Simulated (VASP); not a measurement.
Set up this calculation in VASP 6.6.1, as the native input.

```
Task                   : relaxation of cell and atoms
Functional             : PBEsol
Potentials or basis    : VASP PAW PBE potentials, release 64 (K_sv, S)
Cutoff                 : 500 eV
k mesh                 : 6 × 6 × 6
Occupations            : gaussian, width 0.01 eV
Spin                   : no spin polarisation
Target pressure        : 15 GPa
Dipole correction      : no
Further INCAR settings : ALGO = Normal; EDIFF = 1e-07; IBRION = 2; EDIFFG = -0.002; NSW = 100; ISIF = 3
```

The structure of K2S lies in POSCAR:

```
K2S
1.0
    0.0000000000      3.6679105814      3.6679105814
    3.6679105814      0.0000000000      3.6679105814
    3.6679105814      3.6679105814      0.0000000000
K S
2 1
Direct
    0.2500000000      0.2500000000      0.2500000000
    0.7500000000      0.7500000000      0.7500000000
    0.0000000000      0.0000000000      0.0000000000
```

These files were run (other wordings do the same):

INCAR

```
PREC = Accurate
ENCUT = 500
EDIFF = 1E-7
ISMEAR = 0
SIGMA = 0.01
LREAL = False
LASPH = True
NELM = 120
ALGO = Normal
ISIF = 3
LWAVE = False
LCHARG = False
GGA = PS
IBRION = 2
NSW = 100
EDIFFG = -0.002
PSTRESS = 150.0
GGA_COMPAT = False
NELMIN = 4
```

KPOINTS

```
Automatic mesh
0
Gamma
  6 6 6
```

Potentials or basis: VASP PAW PBE potentials, release 64 (K_sv, S).

The run is started by

```bash
$ cat potpaw_PBE.64/K_sv/POTCAR potpaw_PBE.64/S/POTCAR > POTCAR
$ mpirun -np 1 vasp_std > vasp.out
```

It gave:

The relaxed volume is 23.33 Å³/atom and the relaxed cell is a = 4.626 Å, b = 4.626 Å, c = 4.626 Å, α = 60.00°, β = 60.00°, γ = 60.00°. The space group after relaxing (to 0.1 Å) is Fm-3m (No. 225). The energy change on relaxing (the run minimises the enthalpy) is +331.5 meV/atom. The ionic steps are 6 and the pressure after relaxing is 15.0 GPa. The band gap on the k mesh is 3.17 eV (least direct gap 3.21 eV).

Caveat: the cell is relaxed towards a set pressure, so the run minimises the enthalpy, not the energy; the volume moved by over 15 % at a fixed basis, so the end points are rough; the PAW data sets were made with another functional, which shifts forces and pressure a little.

Wall time 77 s on 1 thread of Intel(R) Xeon(R) 6975P-C (Granite Rapids), with other jobs on the host, peak memory 0.25 GiB.
